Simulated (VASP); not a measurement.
# Mg3TiN3 (Pm-3m) in VASP: notebook

The runs below take Mg3TiN3 through single point, relaxation of cell and atoms, with PBE.

All numbers are computed with VASP 6.6.1; they aren't measurements. Logs are shortened: lines on timing, memory, paths and dates and some standing lists are left out, and cuts for length are marked.

### 1 The cell of the first run

The structure is cubic, space group Pm-3m (No. 221). Conventional cell: a = 4.307 Å, b = 4.307 Å, c = 4.307 Å, α = 90.00°, β = 90.00°, γ = 90.00°. Within 2.8 Å of Mg (site symmetry 4/mmm) lie 4 N at 2.15 Å. Within 2.8 Å of Ti (site symmetry m-3m) lie 6 N at 2.15 Å. N (site symmetry 4/mmm) has 4 Mg at 2.15 Å and 2 Ti at 2.15 Å within 2.8 Å.

### 2 Single point, PBE, collinear spin, ferromagnetic start

File INCAR:

```
SYSTEM = Mg3TiN3
PREC = Accurate
ENCUT = 520
EDIFF = 1E-6
ISMEAR = 0
SIGMA = 0.15
LREAL = .False.
LASPH = .True.
NELM = 150
ALGO = Normal
ISIF = 2
LWAVE = .False.
LCHARG = .False.
ISPIN = 2
MAGMOM = 0 0 0 1 0 0 0
LORBIT = 11
LMAXMIX = 4
GGA = PE
NBANDS = 30
```

File KPOINTS:

```
Automatic mesh
0
Gamma
  3 3 3
  0 0 0
```

File POSCAR:

```
Mg3TiN3
1.0
    4.3065670573      0.0000000000      0.0000000000
    0.0000000000      4.3065670573      0.0000000000
    0.0000000000      0.0000000000      4.3065670573
Mg Ti N
3 1 3
Direct
    0.0000000000      0.5000000000      0.5000000000
    0.5000000000      0.0000000000      0.5000000000
    0.5000000000      0.5000000000      0.0000000000
    0.0000000000      0.0000000000      0.0000000000
    0.5000000000      0.0000000000      0.0000000000
    0.0000000000      0.5000000000      0.0000000000
    0.0000000000      0.0000000000      0.5000000000
```

Potentials or basis: VASP PAW PBE potentials, release 64 (Mg, Ti_sv, N).

Started as:

```console
$ cat potpaw_PBE.64/Mg/POTCAR potpaw_PBE.64/Ti_sv/POTCAR potpaw_PBE.64/N/POTCAR > POTCAR
$ mpirun -np 1 vasp_std > vasp.out
```

OUTCAR:

```text
SYSTEM = Mg3TiN3
   PREC = Accurate
   ENCUT = 520
   EDIFF = 1E-6
   ISMEAR = 0
   LREAL = .False.
   LASPH = .True.
   NELM = 150
   ISIF = 2
   ISPIN = 2
   LORBIT = 11
   GGA = PE

 ion  position               nearest neighbor table
   1  0.000  0.500  0.500-   6 2.15   7 2.15   6 2.15   7 2.15   3 3.05   3 3.05   4 3.05   4 3.05
                             2 3.05   4 3.05   2 3.05   4 3.05   2 3.05   3 3.05   3 3.05   2 3.05
   2  0.500  0.000  0.500-   5 2.15   7 2.15   5 2.15   7 2.15   3 3.05   3 3.05   4 3.05   4 3.05
                             1 3.05   3 3.05   3 3.05   1 3.05   4 3.05   1 3.05   4 3.05   1 3.05
   3  0.500  0.500  0.000-   5 2.15   6 2.15   5 2.15   6 2.15   2 3.05   1 3.05   2 3.05   2 3.05
                             4 3.05   4 3.05   2 3.05   1 3.05   4 3.05   1 3.05   1 3.05   4 3.05
   4  0.000  0.000  0.000-   5 2.15   6 2.15   7 2.15   7 2.15   6 2.15   5 2.15   1 3.05   2 3.05
                             1 3.05   1 3.05   3 3.05   2 3.05   1 3.05   2 3.05   3 3.05   3 3.05
   5  0.500  0.000  0.000-   2 2.15   3 2.15   4 2.15   2 2.15   3 2.15   4 2.15
   6  0.000  0.500  0.000-   1 2.15   3 2.15   4 2.15   1 2.15   4 2.15   3 2.15
   7  0.000  0.000  0.500-   1 2.15   2 2.15   4 2.15   4 2.15   1 2.15   2 2.15

  LATTYP: Found a simple cubic cell.
 ALAT       =     4.3065670573

  Lattice vectors:

 A1 = (   4.3065670573,   0.0000000000,   0.0000000000)
 A2 = (   0.0000000000,   4.3065670573,   0.0000000000)
 A3 = (   0.0000000000,   0.0000000000,   4.3065670573)

Analysis of symmetry for initial positions (statically):
=====================================================================
 Subroutine PRICEL returns:
 Original cell was already a primitive cell.

 Routine SETGRP: Setting up the symmetry group for a
 simple cubic supercell.

 Subroutine GETGRP returns: Found 48 space group operations
 (whereof 48 operations were pure point group operations)
 out of a pool of 48 trial point group operations.

The static configuration has the point symmetry O_h .

Analysis of symmetry for dynamics (positions and initial velocities):
=====================================================================
 Subroutine PRICEL returns:
 Original cell was already a primitive cell.

 Routine SETGRP: Setting up the symmetry group for a
 simple cubic supercell.

 Subroutine GETGRP returns: Found 48 space group operations
 (whereof 48 operations were pure point group operations)
 out of a pool of 48 trial point group operations.

The dynamic configuration has the point symmetry O_h .

Analysis of structural, dynamic, and magnetic symmetry:
=====================================================================
 Subroutine PRICEL returns:
 Original cell was already a primitive cell.

[... 141 lines left out ...]
  ---------------------------------------------------
  free energy    TOTEN  =       -43.31251743 eV

  energy without entropy =      -43.26869190  energy(sigma->0) =      -43.29060467

 E-fermi :   6.0470     XC(G=0): -10.8757

 val. band max:        6.0413199006   @ k =   0.0000   0.0000   0.0000
 cond. band min:       6.0662064912   @ k =   0.0000   0.0000   0.0000
 fundamental gap:      0.0248865906
 Fermi energy:         6.0469620129

 spin component 1

 k-point     1 :       0.0000    0.0000    0.0000
  band No.  band energies     occupation
      1     -51.8403      1.00000
      2     -28.0516      1.00000
      3     -28.0516      1.00000
      4     -28.0516      1.00000
      5      -9.1575      1.00000
      6      -7.4663      1.00000
[... 113 lines left out ...]
     27      14.1191      0.00000
     28      14.4218      0.00000
 Fermi energy:         6.0469620129

 spin component 2

 k-point     1 :       0.0000    0.0000    0.0000
  band No.  band energies     occupation
      1     -51.8611      1.00000
      2     -28.0725      1.00000
      3     -28.0725      1.00000
      4     -28.0725      1.00000
      5      -9.1465      1.00000
      6      -7.4532      1.00000
[... 113 lines left out ...]
     27      14.1350      0.00000
     28      14.4456      0.00000
 [bands above 28 left out]

------------------------ aborting loop because EDIFF is reached ----------------------------------------

  FORCE on cell =-STRESS in cart. coord.  units (eV):
  Direction    XX          YY          ZZ          XY          YZ          ZX
  --------------------------------------------------------------------------------------
  -------------------------------------------------------------------------------------
  Total       -0.1907044     -0.1907044     -0.1907044     -0.0000000      0.0000000     -0.0000000
  in kB       -3.8254076     -3.8254076     -3.8254076     -0.0000000      0.0000000     -0.0000000
  external PRESSURE =      -3.8254076 kB  Pullay stress =       0.0000000 kB

 VOLUME and BASIS-vectors are now :
 -----------------------------------------------------------------------------
  energy-cutoff  :      520.00
  volume of cell :       79.87
      direct lattice vectors                 reciprocal lattice vectors
     4.306567057  0.000000000  0.000000000     0.232203513  0.000000000  0.000000000
     0.000000000  4.306567057  0.000000000     0.000000000  0.232203513  0.000000000
     0.000000000  0.000000000  4.306567057     0.000000000  0.000000000  0.232203513

 POSITION                                       TOTAL-FORCE (eV/Angst)
 -----------------------------------------------------------------------------------
      0.00000      2.15328      2.15328         0.000000      0.000000      0.000000
      2.15328      0.00000      2.15328         0.000000      0.000000      0.000000
      2.15328      2.15328      0.00000         0.000000      0.000000      0.000000
      0.00000      0.00000      0.00000         0.000000      0.000000      0.000000
      2.15328      0.00000      0.00000         0.000000      0.000000      0.000000
      0.00000      2.15328      0.00000         0.000000      0.000000      0.000000
      0.00000      0.00000      2.15328         0.000000      0.000000      0.000000
 -----------------------------------------------------------------------------------
    total drift:                               -0.000000      0.000000     -0.000000

  FREE ENERGIE OF THE ION-ELECTRON SYSTEM (eV)
  ---------------------------------------------------
  free  energy   TOTEN  =       -43.3125174347 eV

  energy  without entropy=      -43.2686918957  energy(sigma->0) =      -43.29060467

 total charge

# of ion       s       p       d       tot
------------------------------------------
    1        0.167   0.186   0.065   0.418
    2        0.167   0.186   0.065   0.418
    3        0.167   0.186   0.065   0.418
    4        2.192   6.233   1.711  10.137
    5        1.242   2.469   0.000   3.711
    6        1.242   2.469   0.000   3.711
    7        1.242   2.469   0.000   3.711
--------------------------------------------------
tot          6.422  14.198   1.905  22.525

 magnetization (x)

# of ion       s       p       d       tot
------------------------------------------
    1        0.001   0.001   0.001   0.003
    2        0.001   0.001   0.001   0.003
    3        0.001   0.001   0.001   0.003
    4       -0.000  -0.000  -0.020  -0.021
    5        0.001   0.007   0.000   0.008
    6        0.001   0.007   0.000   0.008
    7        0.001   0.007   0.000   0.008
--------------------------------------------------
tot          0.007   0.023  -0.018   0.012
```

OSZICAR:

```text
N       E                     dE             d eps       ncg     rms          rms(c)
DAV:   1     0.275995593144E+03    0.27600E+03   -0.14394E+04   480   0.107E+03
DAV:   2    -0.258673442502E+02   -0.30186E+03   -0.28039E+03   514   0.305E+02
[... 16 lines left out ...]
DAV:  19    -0.433125217082E+02   -0.82426E-05   -0.32464E-05   516   0.187E-02    0.794E-03
DAV:  20    -0.433125189558E+02    0.27524E-05   -0.80294E-06   516   0.121E-02    0.105E-02
DAV:  21    -0.433125145812E+02    0.43746E-05   -0.80255E-06   536   0.132E-02    0.118E-02
DAV:  22    -0.433125126080E+02    0.19732E-05   -0.47096E-06   618   0.116E-02    0.123E-02
DAV:  23    -0.433125165841E+02   -0.39762E-05   -0.12261E-05   504   0.126E-02    0.784E-03
DAV:  24    -0.433125174347E+02   -0.85063E-06   -0.17761E-06   508   0.478E-03
   1 F= -.43312517E+02 E0= -.43290605E+02  d E =-.438255E-01  mag=     0.0669
```

Run time: 40 s. Hardware: 1 thread of Intel Xeon 6975P-C, shared host; peak memory 0.21 GiB.

Results:

* Free energy: -43.3125 eV
* Pressure: -0.4 GPa
* Net moment: 0.06 μB per cell
* Site moments: Mg +0.00; Ti -0.02; N +0.01 μB
* Valence electrons inside the program's atomic spheres: Mg 0.42; Ti 10.14; N 3.71

Levels at points of the mesh, in eV from the Fermi level:
Spin up:
| k point | band 13 | band 14 | band 15 | band 16 | band 17 | band 18 | band 19 | band 20 |
| --- | --- | --- | --- | --- | --- | --- | --- | --- |
| (0.00, 0.00, 0.00) | -2.28 | -2.03 | -0.95 | -0.95 | -0.95 | 0.02 | 0.02 | 0.02 |
Spin down:
```csv
k point,band 13,band 14,band 15,band 16,band 17,band 18,band 19,band 20
"(0.00, 0.00, 0.00)",-2.26,-1.90,-0.94,-0.94,-0.94,-0.01,-0.01,-0.01
```

Caveat: the k points lie up to 0.49 Å⁻¹ apart.

### 3 Single point, PBE

File INCAR:

```
SYSTEM = Mg3TiN3
PREC     = Accurate       ! precision mode
ENCUT    = 520            ! plane-wave cutoff, eV
EDIFF    = 1E-7           ! SCF threshold, eV
ISMEAR   = 0              ! smearing method
SIGMA    = 0.2            ! smearing width, eV
LREAL    = .FALSE.        ! projectors in reciprocal space
LASPH    = .TRUE.         ! aspherical terms in the spheres
NELM     = 80             ! most SCF steps
ALGO     = Normal         ! electronic algorithm
ISIF     = 2              ! what is computed and relaxed
LWAVE    = .FALSE.        ! write WAVECAR
LCHARG   = .FALSE.        ! write CHGCAR
GGA      = PE             ! functional
NBANDS   = 26             ! bands
```

File KPOINTS:

```
Automatic mesh
0
G
  6 6 6
  0 0 0
```

File POSCAR:

```
Mg3TiN3
1.0
    4.3044541020      0.0000000000      0.0000000000
    0.0000000000      4.3044541020      0.0000000000
    0.0000000000      0.0000000000      4.3044541020
Mg Ti N
3 1 3
Direct
    0.0000000000      0.5000000000      0.5000000000
    0.5000000000      0.0000000000      0.5000000000
    0.5000000000      0.5000000000      1.0000000000
    0.0000000000      0.0000000000      0.0000000000
    0.5000000000      0.0000000000      1.0000000000
    1.0000000000      0.5000000000      0.0000000000
    0.0000000000      0.0000000000      0.5000000000
```

Potentials or basis: VASP PAW PBE potentials, release 64 (Mg, Ti_sv, N).

Started as:

```console
$ cat potpaw_PBE.64/Mg/POTCAR potpaw_PBE.64/Ti_sv/POTCAR potpaw_PBE.64/N/POTCAR > POTCAR
$ mpirun -np 1 vasp_std > vasp.out
```

Wall time 34 s (1 thread of Intel Xeon 6975P-C, shared host); peak memory 0.2 GiB.

The run converged. Its results:

```
Free energy : -43.4445 eV
Pressure    : -0.3 GPa
```

Levels at points of the mesh, in eV from the Fermi level:
```csv
k point,band 14,band 15,band 16,band 17,band 18,band 19,band 20,band 21
"(0.00, 0.00, 0.00)",-1.79,-0.91,-0.91,-0.91,0.04,0.04,0.04,2.16
"(0.50, 0.00, 0.00)",-2.81,-1.21,-1.21,0.14,1.01,1.83,1.83,2.18
"(0.50, 0.50, 0.00)",-3.60,-2.42,-1.20,0.22,1.84,1.84,2.41,2.93
"(0.50, 0.50, 0.50)",-1.78,-1.19,-1.19,-1.19,2.11,2.11,2.11,5.90
```

### 4 Single point, PBE

File INCAR:

```
  PREC = Accurate
  ENCUT = 520
  EDIFF = 1E-7
  ISMEAR = 0
  SIGMA = 0.1
  LREAL = F
  LASPH = T
  NELM = 100
  ALGO = Normal
  ISIF = 2
  LWAVE = F
  LCHARG = F
  GGA = PE
  NBANDS = 26
```

File KPOINTS:

```
Automatic mesh
0
Gamma
  8 8 8
```

File POSCAR:

```
Mg3TiN3
1.0
    4.3044541020      0.0000000000      0.0000000000
    0.0000000000      4.3044541020      0.0000000000
    0.0000000000      0.0000000000      4.3044541020
Mg Ti N
3 1 3
Direct
    0.0000000000      0.5000000000      0.5000000000
    0.5000000000      0.0000000000      0.5000000000
    0.5000000000      0.5000000000      0.0000000000
    0.0000000000      0.0000000000      0.0000000000
    0.5000000000      0.0000000000      0.0000000000
    0.0000000000      0.5000000000      0.0000000000
    0.0000000000      0.0000000000      0.5000000000
```

Started as:

```console
$ cat potpaw_PBE.64/Mg/POTCAR potpaw_PBE.64/Ti_sv/POTCAR potpaw_PBE.64/N/POTCAR > POTCAR
$ mpirun -np 1 vasp_std > vasp.out
```

Wall time 57 s (1 thread of Intel Xeon 6975P-C, shared host); peak memory 0.22 GiB.

Results (log left out):

```
Free energy : -43.4349 eV
Pressure    : -0.2 GPa
```

Levels at points of the mesh, in eV from the Fermi level:
| k point | band 15 | band 16 | band 17 | band 18 | band 19 | band 20 |
| --- | --- | --- | --- | --- | --- | --- |
| (0.00, 0.00, 0.00) | -0.91 | -0.91 | -0.91 | 0.02 | 0.02 | 0.02 |
| (0.50, 0.00, 0.00) | -1.20 | -1.20 | 0.12 | 1.03 | 1.81 | 1.81 |
| (0.50, 0.50, 0.00) | -2.42 | -1.18 | 0.23 | 1.82 | 1.82 | 2.40 |
| (0.50, 0.50, 0.50) | -1.18 | -1.18 | -1.18 | 2.09 | 2.09 | 2.09 |

### 5 Relaxation of cell and atoms, PBE, collinear spin, ferromagnetic start

This run uses another cell than the first one, of 15.67 Å³/atom, 1.373 times its volume.

File INCAR:

```
SYSTEM = Mg3TiN3
PREC = Accurate
ENCUT = 600
EDIFF = 1E-6
ISMEAR = 0
SIGMA = 0.15
LREAL = .FALSE.
LASPH = .TRUE.
NELM = 150
ALGO = Normal
ISIF = 3
LWAVE = .FALSE.
LCHARG = .FALSE.
ISPIN = 2
MAGMOM = 0 0 0 1 0 0 0
LORBIT = 11
LMAXMIX = 4
GGA = PE
IBRION = 2
NSW = 36
EDIFFG = -0.08
```

File KPOINTS:

```
Automatic mesh
0
G
  3 3 3
  0 0 0
```

Changes to POSCAR since step 4:

```diff
@@ -2,5 +2,5 @@
 1.0
-    4.3044541020      0.0000000000      0.0000000000
-    0.0000000000      4.3044541020      0.0000000000
-    0.0000000000      0.0000000000      4.3044541020
+    4.7871151800      0.0000000000      0.0000000000
+    0.0000000000      4.7871151800      0.0000000000
+    0.0000000000      0.0000000000      4.7871151800
 Mg Ti N
```

Started as:

```console
$ cat potpaw_PBE.64/Mg/POTCAR potpaw_PBE.64/Ti_sv/POTCAR potpaw_PBE.64/N/POTCAR > POTCAR
$ mpirun -np 1 vasp_std > vasp.out
```

Wall time 2.9 min (1 thread of Intel Xeon 6975P-C, shared host); peak memory 0.3 GiB.

Results (log left out):

```yaml
Free_energy: -43.3502 eV
Relaxed_volume: 11.37 Å³/atom
Relaxed_cell: a = 4.302 Å, b = 4.302 Å, c = 4.302 Å, α = 90.00°, β = 90.00°, γ = 90.00°
Space_group_after_relaxing_to_0.05_Å: Pm-3m (No. 221)
Energy_gained_by_relaxing: 445.4 meV/atom
Ionic_steps: 3
Pressure_after_relaxing: 0.1 GPa
Net_moment: 0.27 μB per cell
Site_moments: Mg +0.00; Ti +0.17; N -0.00 μB
Valence_electrons_inside_the_program's_atomic_spheres: Mg 0.42; Ti 10.14; N 3.68
```

Step by step:
```tsv
step	energy change (eV)	largest force (eV/Å)	pressure (GPa)	volume (Å³)
1	0.0000	0.0000	-25.16	109.70
2	-2.9771	0.0000	10.37	75.08
3	-3.1179	0.0000	0.14	79.61
```

Final structure:
```
Mg Ti N
1.0
     4.30185    0.00000    0.00000
     0.00000    4.30185    0.00000
     0.00000    0.00000    4.30185
Mg Ti N
3 1 3
Direct
  0.00000 0.50000 0.50000
  0.50000 0.00000 0.50000
  0.50000 0.50000 0.00000
  0.00000 0.00000 0.00000
  0.50000 0.00000 0.00000
  0.00000 0.50000 0.00000
  0.00000 0.00000 0.50000
```

Levels at points of the mesh, in eV from the Fermi level:
Spin up:
```csv
k point,band 12,band 13,band 14,band 15,band 16,band 17,band 18,band 19,band 20,band 21
"(0.00, 0.00, 0.00)",-2.26,-2.26,-2.02,-0.93,-0.93,-0.93,-0.07,-0.07,-0.07,2.13
```
Spin down:
```csv
k point,band 14,band 15,band 16,band 17,band 18,band 19
"(0.00, 0.00, 0.00)",-1.88,-0.93,-0.93,-0.93,0.13,0.13
```

Caveat: the k points lie up to 0.49 Å⁻¹ apart in the final cell; the volume moved by over 15 % at a fixed basis, so the end points are rough.

### 6 The runs side by side

```csv
task,spin,cell,k mesh,cutoff (eV),smearing,gap on the mesh (eV),pressure (GPa),moment (μB)
single point,"collinear, ferromagnetic start","a = 4.307 Å, 7 atoms",3 × 3 × 3,520,gaussian 0.15 eV,none,-0.4,0.06
single point,off,"a = 4.304 Å, 7 atoms",6 × 6 × 6,520,gaussian 0.2 eV,none,-0.3,-
single point,off,"a = 4.304 Å, 7 atoms",8 × 8 × 8,520,gaussian 0.1 eV,none,-0.2,-
relaxation of cell and atoms,"collinear, ferromagnetic start","relaxed from a = 4.787 Å, 7 atoms",3 × 3 × 3,600,gaussian 0.15 eV,none,0.1,0.27
```

Alike in all rows: level PBE; potentials or basis VASP PAW PBE potentials, release 64 (Mg, Ti_sv, N).

Caveats: some runs use coarse meshes; the volume moved by over 15 % at a fixed basis, so the end points are rough (some runs).

Absolute energies hang on the potentials; compare differences alone.
